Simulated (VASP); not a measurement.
# TiC (Cmcm) in VASP: a series of runs

The runs below take TiC through single point, with PBEsol.

Everything below comes from runs of VASP 6.6.1. Logs are shortened: lines on timing, memory, paths and dates and some standing lists are left out, and cuts for length are marked.

**1. The cell of the first run**

Symmetry: Cmcm, No. 63, orthorhombic system. Conventional cell: a = 4.293 Å, b = 4.293 Å, c = 4.293 Å, α = 90.00°, β = 90.00°, γ = 90.00°. Within 2.6 Å of Ti (site symmetry m2m) lie 6 C at 1.96 to 2.33 Å. Within 2.6 Å of C (site symmetry m2m) lie 6 Ti at 1.96 to 2.33 Å.

**2. Single point, PBEsol (atoms displaced along a vibrational mode)**

INCAR

```
SYSTEM = TiC
PREC     = Accurate       ! precision mode
ENCUT    = 520            ! plane-wave cutoff, eV
EDIFF    = 1E-6           ! SCF threshold, eV
ISMEAR   = 0              ! smearing method
SIGMA    = 0.15           ! smearing width, eV
LREAL    = .False.        ! projectors in reciprocal space
LASPH    = .True.         ! aspherical terms in the spheres
NELM     = 100            ! most SCF steps
ALGO     = Fast           ! electronic algorithm
ISIF     = 2              ! what is computed and relaxed
LWAVE    = .False.        ! write WAVECAR
LCHARG   = .False.        ! write CHGCAR
GGA      = PS             ! functional
NBANDS   = 24             ! bands
```

KPOINTS

```
regular mesh
0
Gamma
  20 20 14
  0 0 0
```

POSCAR

```
TiC
1.0
    0.0000000000     -2.1466854843     -2.1466854843
    0.0000000000      2.1466854843     -2.1466854843
    4.2933709686      0.0000000000      0.0000000000
Ti C
2 2
Direct
    0.5025014151      0.4974985849      0.5000000000
   -0.0025014151      0.0025014151      0.0000000000
    0.5407605123      0.4592394877      0.0000000000
   -0.0407605123      0.0407605123      0.5000000000
```

Potentials or basis: VASP PAW PBE potentials, release 64 (Ti_sv, C).

On the command line:

```sh
> cat potpaw_PBE.64/Ti_sv/POTCAR potpaw_PBE.64/C/POTCAR > POTCAR
> mpirun -np 1 vasp_std > vasp.out
```

OUTCAR:

```text
SYSTEM = TiC
   PREC = Accurate
   ENCUT = 520
   EDIFF = 1E-6
   ISMEAR = 0
   LREAL = .False.
   LASPH = .True.
   NELM = 100
   ISIF = 2
   GGA = PS

 ion  position               nearest neighbor table
   1  0.503  0.497  0.500-   4 1.96   3 2.15   3 2.15   4 2.15   4 2.15   4 2.33
   2  0.997  0.003  0.000-   3 1.96   4 2.15   4 2.15   3 2.15   3 2.15   3 2.33
   3  0.541  0.459  0.000-   2 1.96   1 2.15   1 2.15   2 2.15   2 2.15   2 2.33
   4  0.959  0.041  0.500-   1 1.96   2 2.15   2 2.15   1 2.15   1 2.15   1 2.33

  LATTYP: Found a simple tetragonal cell.
 ALAT       =     3.0358717260
 C/A-ratio  =     1.4142135624

  Lattice vectors:

 A1 = (   0.0000000000,  -2.1466854843,  -2.1466854843)
 A2 = (   0.0000000000,   2.1466854843,  -2.1466854843)
 A3 = (   4.2933709686,   0.0000000000,   0.0000000000)

Analysis of symmetry for initial positions (statically):
=====================================================================
 Subroutine PRICEL returns:
 Original cell was already a primitive cell.

 Routine SETGRP: Setting up the symmetry group for a
 simple tetragonal supercell.

 Subroutine GETGRP returns: Found  8 space group operations
 (whereof  4 operations were pure point group operations)
 out of a pool of 16 trial point group operations.

The static configuration has the point symmetry C_2v.
 The point group associated with its full space group is D_2h.

Analysis of symmetry for dynamics (positions and initial velocities):
=====================================================================
 Subroutine PRICEL returns:
 Original cell was already a primitive cell.

 Routine SETGRP: Setting up the symmetry group for a
 simple tetragonal supercell.

 Subroutine GETGRP returns: Found  8 space group operations
 (whereof  4 operations were pure point group operations)
 out of a pool of 16 trial point group operations.

The dynamic configuration has the point symmetry C_2v.
 The point group associated with its full space group is D_2h.

 Subroutine INISYM returns: Found  8 space group operations
 (whereof  4 operations are pure point group operations),
 and found     1 'primitive' translations

----------------------------------------------------------------------------------------

                                     Primitive cell

  volume of cell :      39.5699

  direct lattice vectors                    reciprocal lattice vectors
     0.000000000 -2.146685484 -2.146685484     0.000000000 -0.232917213 -0.232917213
     0.000000000  2.146685484 -2.146685484     0.000000000  0.232917213 -0.232917213
     4.293370969  0.000000000  0.000000000     0.232917213  0.000000000  0.000000000

  length of vectors
     3.035871726  3.035871726  4.293370969     0.329394681  0.329394681  0.232917213

  position of ions in fractional coordinates (direct lattice)
     0.502501415  0.497498585  0.500000000
     0.997498585  0.002501415  0.000000000
     0.540760512  0.459239488  0.000000000
     0.959239488  0.040760512  0.500000000

  ion indices of the primitive-cell ions
   primitive index   ion index
                 1           1
                 2           2
                 3           3
                 4           4

----------------------------------------------------------------------------------------

 KPOINTS: regular mesh

Automatic generation of k-mesh.
 Grid dimensions read from file:
 generate k-points for:   20   20   14

 Generating k-lattice:

  Cartesian coordinates                     Fractional coordinates (reciprocal lattice)
     0.000000000 -0.011645861 -0.011645861     0.050000000  0.000000000  0.000000000
     0.000000000  0.011645861 -0.011645861     0.000000000  0.050000000  0.000000000
     0.016636944  0.000000000  0.000000000     0.000000000  0.000000000  0.071428571

  Length of vectors
     0.016469734  0.016469734  0.016636944

  Shift w.r.t. Gamma in fractional coordinates (k-lattice)
     0.000000000  0.000000000  0.000000000

 Subroutine IBZKPT returns following result:
 ===========================================

 Found    888 irreducible k-points:

 Following reciprocal coordinates:
            Coordinates               Weight
  0.000000  0.000000  0.000000      1.000000
  0.050000  0.000000  0.000000      4.000000
  0.100000  0.000000  0.000000      4.000000
  0.150000  0.000000  0.000000      4.000000
  0.200000  0.000000  0.000000      4.000000
  0.250000  0.000000  0.000000      4.000000
[... 16 lines left out ...]
 -0.050000  0.300000  0.000000      4.000000
  0.350000  0.050000  0.000000      4.000000
 [... further k-points ...]
   k-points           NKPTS =    888   k-points in BZ     NKDIM =    888   number of bands    NBANDS=     24
   number of dos      NEDOS =    301   number of ions     NIONS =      4
   total plane-waves  NPLWV =  18432
   dimension x,y,z NGX =    24 NGY =   24 NGZ =   32
   dimension x,y,z NGXF=    48 NGYF=   48 NGZF=   64
   ions per type =               2   2
   NGX,Y,Z   is equivalent  to a cutoff of  13.14, 13.14, 12.39 a.u.
   NGXF,Y,Z  is equivalent  to a cutoff of  26.29, 26.29, 24.78 a.u.
 SYSTEM =  TiC
   PREC   = accura    normal or accurate (medium, high low for compatibility)
   ISTART =      0    job   : 0-new  1-cont  2-samecut
   ICHARG =      2    charge: 1-file 2-atom 10-const
   ISPIN  =      1    spin polarized calculation?
   LNONCOLLINEAR =      F non collinear calculations
   LSORBIT =      F    spin-orbit coupling
   LASPH  =      T    aspherical Exc in radial PAW
   ENCUT  =  520.0 eV  38.22 Ry    6.18 a.u.   5.64  5.64  7.98*2*pi/ulx,y,z
   NELM   =    100;   NELMIN=  2; NELMDL= -5     # of ELM steps
   EDIFF  = 0.1E-05   stopping-criterion for ELM
   LREAL  =      F    real-space projection
   EDIFFG = 0.1E-04   stopping-criterion for IOM
   NSW    =      0    number of steps for IOM
   IBRION =     -1    ionic relax: 0-MD 1-quasi-New 2-CG
   NFREE  =      0    steps in history (QN), initial steepest desc. (CG)
   ISIF   =      2    stress and relaxation
   ISYM   =      2    0-nonsym 1-usesym 2-fastsym
   POTIM  = 0.5000    time-step for ionic-motion
   TEBEG  =    0.0;   TEEND  =   0.0 temperature during run
   PSTRESS=    0.0 pullay stress
   NELECT =      32.0000    total number of electrons
   NUPDOWN=      -1.0000    fix difference up-down
   EMIN   =  10.00;   EMAX   =-10.00  energy-range for DOS
   EFERMI =   0.00;   METHOD = LEGACY
   ISMEAR =     0;   SIGMA  =   0.15  broadening in eV -4-tet -1-fermi 0-gaus
   EFERMI_NEDOS =   21; number of points for ismear=-14 and -15
   IALGO  =     68    algorithm
   IMIX   =      4    mixing-type and parameters
     AMIX     =   0.40;   BMIX     =  1.00
     AMIX_MAG =   1.60;   BMIX_MAG =  1.00
  volume/ion in A,a.u.               =       9.89        66.76
  Fermi-wavevector in a.u.,A,eV,Ry     =   1.525234  2.882274 31.651750  2.326338
  Thomas-Fermi vector in A             =   2.633432
   LORBIT       =      0    0 simple, 1 ext, 2 COOP (PROOUT), +10 PAW based schemes
   GGA     = PS    functional components
   LHFCALC =     F    Hartree Fock is set to
   AEXX    =    0.0000 exact exchange contribution
   IVDW    =     0    specifies the selected vdW correction
   LEPSILON=     F    determine dielectric tensor
   LRPA    =     F    only Hartree local field effects (RPA)
 non-spin polarized calculation
 RMM-DIIS sequential band-by-band and
 Gauss-broadening in eV      SIGMA  =   0.15
  energy-cutoff  :      520.00
  volume of cell :       39.57
 maximum number of plane-waves:      1088
   NGX = 11   NGY = 11   NGZ = 15

 number of electron      32.0000003 magnetization

 Free energy of the ion-electron system (eV)
  ---------------------------------------------------
  ext. energy  EPLUGINS =         0.00000000
  ---------------------------------------------------
  free energy    TOTEN  =       -39.18527951 eV

  energy without entropy =      -39.17968846  energy(sigma->0) =      -39.18248398

 E-fermi :   9.6534     XC(G=0): -12.9787

 val. band max:        9.6532353848   @ k =   0.4500   0.4000   0.0714
 cond. band min:       9.6549534579   @ k =  -0.2000   0.2500   0.0714
 fundamental gap:      0.0017180731
 Fermi energy:         9.6534115765

 k-point     1 :       0.0000    0.0000    0.0000
  band No.  band energies     occupation
      1     -46.6044      2.00000
      2     -46.4911      2.00000
      3     -23.2084      2.00000
      4     -22.9314      2.00000
      5     -22.9118      2.00000
      6     -22.7364      2.00000
[... 16 lines left out ...]
     23      13.2866      0.00000
     24      13.3731      0.00000

 k-point     2 :       0.0500    0.0000    0.0000
  band No.  band energies     occupation
      1     -46.6030      2.00000
      2     -46.4911      2.00000
      3     -23.2047      2.00000
      4     -22.9345      2.00000
      5     -22.9131      2.00000
      6     -22.7424      2.00000
[... 16 lines left out ...]
     23      13.2872      0.00000
     24      13.5428      0.00000

 k-point     3 :       0.1000    0.0000    0.0000
  band No.  band energies     occupation
      1     -46.5990      2.00000
      2     -46.4911      2.00000
      3     -23.1938      2.00000
      4     -22.9492      2.00000
      5     -22.9109      2.00000
      6     -22.7661      2.00000
[... 16 lines left out ...]
     23      13.3799      0.00000
     24      13.9800      0.00000

 k-point     4 :       0.1500    0.0000    0.0000
  band No.  band energies     occupation
      1     -46.5925      2.00000
      2     -46.4913      2.00000
      3     -23.1760      2.00000
      4     -22.9762      2.00000
      5     -22.9029      2.00000
      6     -22.8055      2.00000
[... 16 lines left out ...]
     23      13.4578      0.00000
     24      14.2349      0.00000

 k-point     5 :       0.2000    0.0000    0.0000
  band No.  band energies     occupation
      1     -46.5839      2.00000
      2     -46.4920      2.00000
      3     -23.1521      2.00000
      4     -23.0107      2.00000
      5     -22.8932      2.00000
      6     -22.8537      2.00000
[... 16 lines left out ...]
     23      13.5772      0.00000
     24      15.0282      0.00000

 k-point     6 :       0.2500    0.0000    0.0000
  band No.  band energies     occupation
      1     -46.5738      2.00000
      2     -46.4933      2.00000
      3     -23.1227      2.00000
      4     -23.0480      2.00000
      5     -22.9191      2.00000
      6     -22.8697      2.00000
[... 16 lines left out ...]
     23      13.7136      0.00000
     24      15.7711      0.00000
[... 379 lines left out ...]
 k-point    21 :      -0.0500    0.2500    0.0000
  band No.  band energies     occupation
      1     -46.5726      2.00000
      2     -46.4931      2.00000
      3     -23.1197      2.00000
      4     -23.0455      2.00000
      5     -22.9228      2.00000
      6     -22.8760      2.00000
[... 16 lines left out ...]
     23      13.7121      0.00000
     24      15.7940      0.00000

 k-point    22 :       0.3000    0.0500    0.0000
  band No.  band energies     occupation
      1     -46.5616      2.00000
      2     -46.4953      2.00000
      3     -23.0869      2.00000
      4     -23.0851      2.00000
      5     -22.9752      2.00000
      6     -22.8587      2.00000
[... 16 lines left out ...]
     23      13.8428      0.00000
     24      15.8278      0.00000

 k-point    23 :      -0.0500    0.3000    0.0000
  band No.  band energies     occupation
      1     -46.5615      2.00000
      2     -46.4953      2.00000
      3     -23.0864      2.00000
      4     -23.0815      2.00000
      5     -22.9783      2.00000
      6     -22.8611      2.00000
[... 16 lines left out ...]
     23      13.9174      0.00000
     24      16.4426      0.00000

 k-point    24 :       0.3500    0.0500    0.0000
  band No.  band energies     occupation
      1     -46.5502      2.00000
      2     -46.4987      2.00000
      3     -23.1148      2.00000
      4     -23.0506      2.00000
      5     -23.0291      2.00000
      6     -22.8415      2.00000
[... 16 lines left out ...]
     23      14.1465      0.00000
     24      15.1305      0.00000

 [... further k-points ...]

------------------------ aborting loop because EDIFF is reached ----------------------------------------

  FORCE on cell =-STRESS in cart. coord.  units (eV):
  Direction    XX          YY          ZZ          XY          YZ          ZX
  --------------------------------------------------------------------------------------
  -------------------------------------------------------------------------------------
  Total        0.5903293      3.1089803     -0.2275386      0.0000000      0.0000000      0.0000000
  in kB       23.9023004    125.8819041     -9.2129867      0.0000000      0.0000000      0.0000000
  external PRESSURE =      46.8570726 kB  Pullay stress =       0.0000000 kB

 VOLUME and BASIS-vectors are now :
 -----------------------------------------------------------------------------
  energy-cutoff  :      520.00
  volume of cell :       39.57
      direct lattice vectors                 reciprocal lattice vectors
     0.000000000 -2.146685484 -2.146685484     0.000000000 -0.232917213 -0.232917213
     0.000000000  2.146685484 -2.146685484     0.000000000  0.232917213 -0.232917213
     4.293370969  0.000000000  0.000000000     0.232917213  0.000000000  0.000000000

 POSITION                                       TOTAL-FORCE (eV/Angst)
 -----------------------------------------------------------------------------------
      2.14669     -0.01074     -2.14669         0.000000      0.889506      0.000000
      0.00000     -2.13595     -2.14669         0.000000     -0.889506      0.000000
      0.00000     -0.17500     -2.14669         0.000000      2.509194      0.000000
      2.14669     -1.97169     -2.14669         0.000000     -2.509194      0.000000
 -----------------------------------------------------------------------------------
    total drift:                               -0.000000     -0.000000      0.000000

  FREE ENERGIE OF THE ION-ELECTRON SYSTEM (eV)
  ---------------------------------------------------
  free  energy   TOTEN  =       -39.1852795116 eV

  energy  without entropy=      -39.1796884578  energy(sigma->0) =      -39.18248398
```

Wall time 43 min (1 thread of Oxide Virtual Turin-like, shared host); peak memory 0.69 GiB.

What came out:

- Free energy: -39.1853 eV
- Pressure: 4.7 GPa
- Largest force: 2.509 eV/Å
- Band gap on the k mesh: zero (bands 16 and 17 overlap by 1.06 eV)

Forces in eV/Å, atoms in the order of the input:
```
Ti   0.000  0.890  0.000
Ti   0.000 -0.890  0.000
C    0.000  2.509  0.000
C    0.000 -2.509  0.000
```

Stress tensor (GPa, compression positive):
```
 2.39  0.00  0.00
 0.00 12.59  0.00
 0.00  0.00 -0.92
```

Levels at points of the mesh, in eV from the Fermi level:
```tsv
k point	band 12	band 13	band 14	band 15	band 16	band 17	band 18	band 19	band 20	band 21
(0.00, 0.00, 0.00)	-2.30	-0.72	-0.65	0.66	0.71	0.98	1.44	1.77	1.81	2.34
(0.50, 0.00, 0.00)	-4.26	-3.41	-2.76	-2.51	-2.33	2.07	2.26	3.21	3.28	3.85
(0.50, 0.50, 0.00)	-3.37	-2.47	-1.79	-0.04	-0.02	0.10	0.63	2.75	2.84	3.62
(0.00, 0.00, 0.50)	-3.50	-1.59	-1.59	-0.64	-0.64	0.35	0.35	2.17	2.17	4.07
(0.50, 0.00, 0.50)	-5.97	-3.02	-3.02	-2.96	-2.96	2.95	2.95	3.02	3.02	4.25
(0.50, 0.50, 0.50)	-3.45	-3.25	-3.25	-2.45	-2.45	2.73	2.73	2.83	2.83	3.63
```

Caveat: the cell differs from its parent crystal (atoms displaced along a vibrational mode); the stress differs along the axes, from -1 to 13 GPa; the PAW data sets were made with another functional, which shifts forces and pressure a little.

**3. Single point, PBEsol (atoms displaced along a vibrational mode)**

INCAR

```
PREC = Accurate
ENCUT = 520
EDIFF = 1E-6
ISMEAR = 0
SIGMA = 0.15
LREAL = F
LASPH = T
NELM = 80
ALGO = Fast
ISIF = 2
LWAVE = F
LCHARG = F
GGA = PS
NBANDS = 24
```

KPOINTS

```
regular mesh
0
Gamma
  20 20 14
```

POSCAR

```
TiC
1.0
    0.0000000000     -2.1466854843     -2.1466854843
    0.0000000000      2.1466854843     -2.1466854843
    4.2933709686      0.0000000000      0.0000000000
Ti C
2 2
Direct
    0.5017867251      0.4982132749      0.5000000000
   -0.0017867251      0.0017867251      0.0000000000
    0.5291146516      0.4708853484      0.0000000000
   -0.0291146516      0.0291146516      0.5000000000
```

Potentials or basis: VASP PAW PBE potentials, release 64 (Ti_sv, C).

On the command line:

```sh
> cat potpaw_PBE.64/Ti_sv/POTCAR potpaw_PBE.64/C/POTCAR > POTCAR
> mpirun -np 1 vasp_std > vasp.out
```

It took 41 min on 1 thread of Oxide Virtual Turin-like, shared host; peak memory 0.69 GiB.

Results (log left out):

| Quantity | Value |
| --- | --- |
| Free energy | -39.3989 eV |
| Pressure | 2.5 GPa |
| Largest force | 1.696 eV/Å |
| Band gap on the k mesh | zero (bands 16 and 17 overlap by 1.08 eV) |

Forces on the atoms (eV/Å):
```
Ti   0.000  0.523  0.000
Ti   0.000 -0.523  0.000
C    0.000  1.696  0.000
C    0.000 -1.696  0.000
```

Stress tensor (GPa, compression positive):
```
 1.48  0.00  0.00
 0.00  6.52  0.00
 0.00  0.00 -0.40
```

Levels at points of the mesh, in eV from the Fermi level:
```
           k point  band 12  band 13  band 14  band 15  band 16  band 17  band 18  band 19  band 20  band 21
(0.00, 0.00, 0.00)    -2.04    -0.45    -0.37     0.67     0.70     1.16     1.27     1.78     1.78     2.07
(0.50, 0.00, 0.00)    -4.31    -3.21    -2.72    -2.54    -2.44     2.12     2.26     3.24     3.29     3.91
(0.50, 0.50, 0.00)    -3.41    -2.16    -1.77    -0.01     0.00     0.06     0.37     2.80     2.84     3.64
(0.00, 0.00, 0.50)    -3.49    -1.28    -1.28    -0.53    -0.53     0.13     0.13     2.23     2.23     3.99
(0.50, 0.00, 0.50)    -5.98    -2.99    -2.99    -2.96    -2.96     2.99     2.99     3.03     3.03     4.26
(0.50, 0.50, 0.50)    -3.36    -3.22    -3.22    -2.57    -2.57     2.81     2.81     2.86     2.86     3.65
```

Caveat: the cell differs from its parent crystal (atoms displaced along a vibrational mode); the stress differs along the axes, from -0 to 7 GPa; the PAW data sets were made with another functional, which shifts forces and pressure a little.
